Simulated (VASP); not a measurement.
# NaAl15N15 (a cell with a defect) in VASP: a series of runs

Runs on NaAl15N15 (a cell with a defect). Level: PBE. Tasks: single point.

Everything below comes from runs of VASP 6.6.1. Logs are shortened: lines on timing, memory, paths and dates and some standing lists are left out, and cuts for length are marked.

## 1. The cell of the first run

The cell holds a defect, 31 atoms: a = 6.260 Å, b = 6.260 Å, c = 10.035 Å, α = 90.00°, β = 90.00°, γ = 120.00°.

## 2. Single point, PBE

Contents of INCAR:

```
SYSTEM = NaAl15N15
ALGO = Normal
EDIFF = 1E-6
ENCUT = 520
GGA = PE
GGA_COMPAT = .FALSE.
ISIF = 2
ISMEAR = 0
ISYM = -1
LASPH = .TRUE.
LCHARG = .FALSE.
LREAL = Auto
LWAVE = .FALSE.
NBANDS = 84
NELECT = 128.0
NELM = 120
PREC = Accurate
SIGMA = 0.01
```

Contents of KPOINTS:

```
explicit points
1
Reciprocal
  0.25000000   0.25000000   0.25000000 1
```

Contents of POSCAR:

```
NaAl15N15
1.0
    6.2595139102      0.0000000601      0.0000000000
   -3.1297570100      5.4208980298      0.0000000000
    0.0000000000      0.0000000000     10.0348065900
Al Na N
15 1 15
Direct
    0.3374847066      0.1626718209      0.2527781108
    0.3319607765      0.1686919435      0.7519349242
    0.1667334694      0.3332461249      0.9949981049
    0.3355683822      0.6660106354      0.2505581410
    0.1677831099      0.8266533915      0.4955920514
    0.3308668648      0.6647666015      0.7498197441
    0.1656723485      0.8337408849      1.0008973418
    0.8344238219      0.1647500838      0.2504740163
    0.6722704768      0.3316344142      0.4950644894
    0.8349836059      0.1692391195      0.7497171274
    0.6662684792      0.3343833345      1.0008378875
    0.8328286645      0.6669528533      0.2515569172
    0.6618178744      0.8382947620      0.4974648174
    0.8316214824      0.6689994798      0.7462092151
    0.6661625993      0.8339421036      0.9991226812
    0.1867772061      0.3128846262      0.4954732987
    0.1714897015      0.3298539251      0.1883599497
    0.3345491445      0.1654061755      0.9422658509
    0.1672380653      0.3321661819      0.7129687028
    0.3452905668      0.6943924218      0.4319532211
    0.1648933685      0.8291320700      0.1894610045
    0.3325876332      0.6727849761      0.9419487852
    0.1681838607      0.8363489057      0.6870494340
    0.8056873477      0.1546349692      0.4318294606
    0.6705002017      0.3344952177      0.1894554763
    0.8272419825      0.1673940092      0.9418804784
    0.6646427718      0.3329937443      0.6868026993
    0.8315204848      0.6688077529      0.4415054132
    0.6700216804      0.8301917815      0.1864253361
    0.8320540961      0.6679871826      0.9372399026
    0.6657070012      0.8341275179      0.6907339018
```

Potentials or basis: VASP PAW PBE potentials, release 64 (Al, Na_pv, N).

Run with:

```console
$ cat potpaw_PBE.64/Al/POTCAR potpaw_PBE.64/Na_pv/POTCAR potpaw_PBE.64/N/POTCAR > POTCAR
$ mpirun -np 1 vasp_std > vasp.out
```

OUTCAR:

```text
SYSTEM = NaAl15N15
   EDIFF = 1E-6
   ENCUT = 520
   GGA = PE
   ISIF = 2
   ISMEAR = 0
   ISYM = -1
   LASPH = .TRUE.
   LREAL = Auto
   NELECT = 128.0
   NELM = 120
   PREC = Accurate

 ion  position               nearest neighbor table
   1  0.337  0.163  0.253-  25 1.91  21 1.92  17 1.92  16 2.93   9 3.03   5 3.04   7 3.09  11 3.09
                             4 3.10   8 3.10  12 3.13  12 3.13   8 3.16   4 3.16   3 3.18
   2  0.332  0.169  0.752-  19 1.82  18 1.91  23 1.92  27 1.92  16 3.01   3 3.02  11 3.09   7 3.09
                             6 3.11  10 3.11  14 3.13  14 3.13  10 3.15   6 3.15   9 3.17   5 3.17
   3  0.167  0.333  0.995-  18 1.89  26 1.92  22 1.92  17 1.94   2 3.02   6 3.05  10 3.05  11 3.12
                             7 3.12  15 3.13  15 3.13   8 3.13   4 3.14   7 3.14  11 3.14   1 3.18
   4  0.336  0.666  0.251-  20 1.83  21 1.91  29 1.92  17 1.93   5 3.04  13 3.04  15 3.09   7 3.10
                             1 3.10  12 3.11   8 3.12   3 3.14   8 3.14  12 3.15   1 3.16
   5  0.168  0.827  0.496-  20 1.80  28 1.90  23 1.92  16 2.99   4 3.04   1 3.04  12 3.05  13 3.06
                             9 3.10   6 3.10  14 3.11   9 3.16   2 3.17  13 3.20
   6  0.331  0.665  0.750-  19 1.84  31 1.91  23 1.92  22 1.93   3 3.05  15 3.09   5 3.10  10 3.10
                             7 3.10  13 3.10   2 3.11  14 3.12  14 3.14   2 3.15  10 3.16
   7  0.166  0.834  0.001-  22 1.87  18 1.89  21 1.89  30 1.92   2 3.09   1 3.09  12 3.10   4 3.10
                             6 3.10   3 3.12  11 3.13  15 3.13  15 3.13  14 3.13  11 3.13   3 3.14
   8  0.834  0.165  0.250-  24 1.83  25 1.91  29 1.92  17 1.93   9 3.03  13 3.05  15 3.09  11 3.10
                             1 3.10  12 3.11   4 3.12   3 3.13   4 3.14  12 3.15   1 3.16
   9  0.672  0.332  0.495-  24 1.80  28 1.91  27 1.92  16 2.98   1 3.03   8 3.03  12 3.05  13 3.06
                             5 3.10  10 3.10  14 3.11   5 3.16   2 3.17  13 3.20
  10  0.835  0.169  0.750-  19 1.84  31 1.91  27 1.92  26 1.93   3 3.05  15 3.09  11 3.10   6 3.10
                            13 3.10   9 3.10   2 3.11  14 3.12  14 3.14   2 3.15   6 3.16
  11  0.666  0.334  0.001-  26 1.87  18 1.89  25 1.89  30 1.92   2 3.09   1 3.09  12 3.10  10 3.10
                             8 3.10   3 3.12   7 3.13  15 3.13  15 3.13  14 3.13   7 3.13   3 3.14
  12  0.833  0.667  0.252-  29 1.88  21 1.91  28 1.91  25 1.91   9 3.05   5 3.05  13 3.09  11 3.10
                             7 3.10   4 3.11   8 3.11  15 3.11   1 3.13   1 3.13   8 3.15   4 3.15
  13  0.662  0.838  0.497-  24 1.84  20 1.84  28 1.92  31 1.94   4 3.04   8 3.05   9 3.06   5 3.06
                            12 3.09  14 3.10  10 3.10   6 3.10   5 3.20   9 3.20
  14  0.832  0.669  0.746-  31 1.88  27 1.92  30 1.92  23 1.92  13 3.10  15 3.11   5 3.11   9 3.11
                            10 3.12   6 3.12   2 3.13   2 3.13   7 3.13  11 3.13   6 3.14  10 3.14
  15  0.666  0.834  0.999-  29 1.88  26 1.90  22 1.90  30 1.90   6 3.09  10 3.09   8 3.09   4 3.09
                            14 3.11  12 3.11   7 3.13  11 3.13   3 3.13   3 3.13  11 3.13   7 3.13
  16  0.187  0.313  0.495-  24 2.17  20 2.17  19 2.19   1 2.93   9 2.98   5 2.99   2 3.01
  17  0.171  0.330  0.188-   1 1.92   4 1.93   8 1.93   3 1.94
  18  0.335  0.165  0.942-   7 1.89  11 1.89   3 1.89   2 1.91
  19  0.167  0.332  0.713-   2 1.82  10 1.84   6 1.84  16 2.19
  20  0.345  0.694  0.432-   5 1.80   4 1.83  13 1.84  16 2.17
  21  0.165  0.829  0.189-   7 1.89  12 1.91   4 1.91   1 1.92
  22  0.333  0.673  0.942-   7 1.87  15 1.90   3 1.92   6 1.93
  23  0.168  0.836  0.687-   2 1.92   6 1.92  14 1.92   5 1.92
  24  0.806  0.155  0.432-   9 1.80   8 1.83  13 1.84  16 2.17
  25  0.671  0.334  0.189-  11 1.89  12 1.91   8 1.91   1 1.91
  26  0.827  0.167  0.942-  11 1.87  15 1.90   3 1.92  10 1.93
  27  0.665  0.333  0.687-  14 1.92  10 1.92   2 1.92   9 1.92
  28  0.832  0.669  0.442-   5 1.90   9 1.91  12 1.91  13 1.92
  29  0.670  0.830  0.186-  15 1.88  12 1.88   4 1.92   8 1.92
  30  0.832  0.668  0.937-  15 1.90  14 1.92  11 1.92   7 1.92
  31  0.666  0.834  0.691-  14 1.88   6 1.91  10 1.91  13 1.94

IMPORTANT INFORMATION: All symmetrisations will be switched off!
NOSYMM: (Re-)initialisation of all symmetry stuff for point group C_1.

----------------------------------------------------------------------------------------

                                     Primitive cell

  volume of cell :     340.5029

  direct lattice vectors                    reciprocal lattice vectors
     6.259513910  0.000000060  0.000000000     0.159756813  0.092235641  0.000000000
    -3.129757010  5.420898030  0.000000000    -0.000000002  0.184471279  0.000000000
     0.000000000  0.000000000 10.034806590     0.000000000  0.000000000  0.099653141

  length of vectors
     6.259513910  6.259513910 10.034806590     0.184471279  0.184471279  0.099653141

  position of ions in fractional coordinates (direct lattice)
     0.337484707  0.162671821  0.252778111
     0.331960776  0.168691944  0.751934924
     0.166733469  0.333246125  0.994998105
     0.335568382  0.666010635  0.250558141
     0.167783110  0.826653392  0.495592051
     0.330866865  0.664766601  0.749819744
[... 23 lines left out ...]
     0.832054096  0.667987183  0.937239903
     0.665707001  0.834127518  0.690733902

  ion indices of the primitive-cell ions
   primitive index   ion index
                 1           1
                 2           2
                 3           3
                 4           4
                 5           5
                 6           6
[... 23 lines left out ...]
                30          30
                31          31

----------------------------------------------------------------------------------------

 KPOINTS: explicit points

Read explicit list of k-points.

 Found      1 k-points:

 Following reciprocal coordinates:
            Coordinates               Weight
  0.250000  0.250000  0.250000      1.000000
   k-points           NKPTS =      1   k-points in BZ     NKDIM =      1   number of bands    NBANDS=     84
   number of dos      NEDOS =    301   number of ions     NIONS =     31
   total plane-waves  NPLWV = 184320
   dimension x,y,z NGX =    48 NGY =   48 NGZ =   80
   dimension x,y,z NGXF=    96 NGYF=   96 NGZF=  160
   ions per type =              15   1  15
   NGX,Y,Z   is equivalent  to a cutoff of  12.75, 12.75, 13.25 a.u.
   NGXF,Y,Z  is equivalent  to a cutoff of  25.50, 25.50, 26.51 a.u.
 SYSTEM =  NaAl15N15
   PREC   = accura    normal or accurate (medium, high low for compatibility)
   ISTART =      0    job   : 0-new  1-cont  2-samecut
   ICHARG =      2    charge: 1-file 2-atom 10-const
   ISPIN  =      1    spin polarized calculation?
   LNONCOLLINEAR =      F non collinear calculations
   LSORBIT =      F    spin-orbit coupling
   LASPH  =      T    aspherical Exc in radial PAW
   ENCUT  =  520.0 eV  38.22 Ry    6.18 a.u.  11.64 11.64 18.66*2*pi/ulx,y,z
   NELM   =    120;   NELMIN=  2; NELMDL= -5     # of ELM steps
   EDIFF  = 0.1E-05   stopping-criterion for ELM
   LREAL  =      T    real-space projection
   EDIFFG = 0.1E-04   stopping-criterion for IOM
   NSW    =      0    number of steps for IOM
   IBRION =     -1    ionic relax: 0-MD 1-quasi-New 2-CG
   NFREE  =      0    steps in history (QN), initial steepest desc. (CG)
   ISIF   =      2    stress and relaxation
   ISYM   =     -1    0-nonsym 1-usesym 2-fastsym
   POTIM  = 0.5000    time-step for ionic-motion
   TEBEG  =    0.0;   TEEND  =   0.0 temperature during run
   PSTRESS=    0.0 pullay stress
   NELECT =     128.0000    total number of electrons
   NUPDOWN=      -1.0000    fix difference up-down
   EMIN   =  10.00;   EMAX   =-10.00  energy-range for DOS
   EFERMI =   0.00;   METHOD = LEGACY
   ISMEAR =     0;   SIGMA  =   0.01  broadening in eV -4-tet -1-fermi 0-gaus
   EFERMI_NEDOS =   21; number of points for ismear=-14 and -15
   IALGO  =     38    algorithm
   IMIX   =      4    mixing-type and parameters
     AMIX     =   0.40;   BMIX     =  1.00
     AMIX_MAG =   1.60;   BMIX_MAG =  1.00
  volume/ion in A,a.u.               =      10.98        74.12
  Fermi-wavevector in a.u.,A,eV,Ry     =   1.181511  2.232733 18.993310  1.395969
  Thomas-Fermi vector in A             =   2.317783
   LORBIT       =      0    0 simple, 1 ext, 2 COOP (PROOUT), +10 PAW based schemes
   GGA     = PE    functional components
   LHFCALC =     F    Hartree Fock is set to
   AEXX    =    0.0000 exact exchange contribution
   IVDW    =     0    specifies the selected vdW correction
   LEPSILON=     F    determine dielectric tensor
   LRPA    =     F    only Hartree local field effects (RPA)
 non-spin polarized calculation
 Gauss-broadening in eV      SIGMA  =   0.01
  energy-cutoff  :      520.00
  volume of cell :      340.50
 maximum number of plane-waves:      9148
 NGX is ok and might be reduce to    48
   NGX = 23   NGY = 23   NGZ = 37

 number of electron     128.0000009 magnetization

 Free energy of the ion-electron system (eV)
  ---------------------------------------------------
  ext. energy  EPLUGINS =         0.00000000
  ---------------------------------------------------
  free energy    TOTEN  =      -214.90418428 eV

  energy without entropy =     -214.90418428  energy(sigma->0) =     -214.90418428

 E-fermi :   6.8940     XC(G=0): -10.7344

 val. band max:        6.7744196812   @ k =   0.2500   0.2500   0.2500
 cond. band min:       9.2626900345   @ k =   0.2500   0.2500   0.2500
 fundamental gap:      2.4882703533
 Fermi energy:         6.8939926146

 k-point     1 :       0.2500    0.2500    0.2500
  band No.  band energies     occupation
      1     -14.9838      2.00000
      2     -14.9608      2.00000
      3     -14.9547      2.00000
      4      -9.0060      2.00000
      5      -8.5251      2.00000
      6      -8.4234      2.00000
[... 68 lines left out ...]
     75      12.4168      0.00000
     76      12.5537      0.00000
 [bands above 76 left out]

------------------------ aborting loop because EDIFF is reached ----------------------------------------

  FORCE on cell =-STRESS in cart. coord.  units (eV):
  Direction    XX          YY          ZZ          XY          YZ          ZX
  --------------------------------------------------------------------------------------
  -------------------------------------------------------------------------------------
  Total       15.9750910      9.1489775     18.4042080     -5.9070102      0.8876719     -1.0811578
  in kB       75.1680123     43.0489226     86.5978003    -27.7944090      4.1767858     -5.0872000
  external PRESSURE =      68.2715784 kB  Pullay stress =       0.0000000 kB

 VOLUME and BASIS-vectors are now :
 -----------------------------------------------------------------------------
  energy-cutoff  :      520.00
  volume of cell :      340.50
      direct lattice vectors                 reciprocal lattice vectors
     6.259513910  0.000000060  0.000000000     0.159756813  0.092235641  0.000000000
    -3.129757010  5.420898030  0.000000000    -0.000000002  0.184471279  0.000000000
     0.000000000  0.000000000 10.034806590     0.000000000  0.000000000  0.099653141

 POSITION                                       TOTAL-FORCE (eV/Angst)
 -----------------------------------------------------------------------------------
      1.60337      0.88183      2.53658         0.013156     -0.005015      0.007179
      1.54995      0.91446      7.54552         0.003733     -0.011414      0.006808
      0.00069      1.80649      9.98461        -0.002499      0.007208      0.011456
      0.01604      3.61038      2.51430        -0.010480      0.000990     -0.000781
     -1.53698      4.48120      4.97317         0.006130      0.004961     -0.001548
     -0.00949      3.60363      7.52430        -0.002021     -0.008148     -0.008607
[... 23 lines left out ...]
      3.11762      3.62109      9.40502         0.002459      0.000856      0.004777
      1.55639      4.52172      6.93138         0.000613      0.001579     -0.004469
 -----------------------------------------------------------------------------------
    total drift:                               -0.002314      0.002638      0.009017

  FREE ENERGIE OF THE ION-ELECTRON SYSTEM (eV)
  ---------------------------------------------------
  free  energy   TOTEN  =      -214.9041842795 eV

  energy  without entropy=     -214.9041842795  energy(sigma->0) =     -214.90418428
```

It took 47 s on 1 thread of AMD EPYC 9R45 (Zen 5), shared host; peak memory 0.38 GiB.

Results:

* Free energy: -214.9042 eV
* Largest force: 0.031 eV/Å

Forces on the atoms (eV/Å):
```
Al   0.013 -0.005  0.007
Al   0.004 -0.011  0.007
Al  -0.002  0.007  0.011
Al  -0.010  0.001 -0.001
Al   0.006  0.005 -0.002
Al  -0.002 -0.008 -0.009
Al  -0.001 -0.003 -0.004
Al   0.000  0.010 -0.001
Al   0.025  0.006  0.018
Al   0.005  0.000 -0.009
Al  -0.002  0.000 -0.004
Al  -0.010  0.009  0.008
Al   0.002  0.006  0.022
Al  -0.005  0.006 -0.009
Al  -0.013  0.003  0.001
Na   0.024 -0.010  0.002
N   -0.016  0.004 -0.004
N    0.006  0.003 -0.009
N   -0.013  0.012  0.024
N    0.012  0.009 -0.010
N    0.012 -0.008 -0.005
N    0.005 -0.004  0.001
N   -0.001  0.014 -0.003
N   -0.022 -0.011  0.002
N    0.011 -0.010 -0.003
N    0.003 -0.004 -0.001
N   -0.013 -0.006 -0.012
N   -0.018 -0.013 -0.010
N    0.001 -0.003 -0.007
N    0.002  0.001  0.005
N    0.001  0.002 -0.004
```

Caveat: the cell carries a net charge on a neutralising background, which shifts energy and pressure; the cell is charged against a uniform background, so pressure and absolute levels hang on convention.

[end of part 1 of 2]
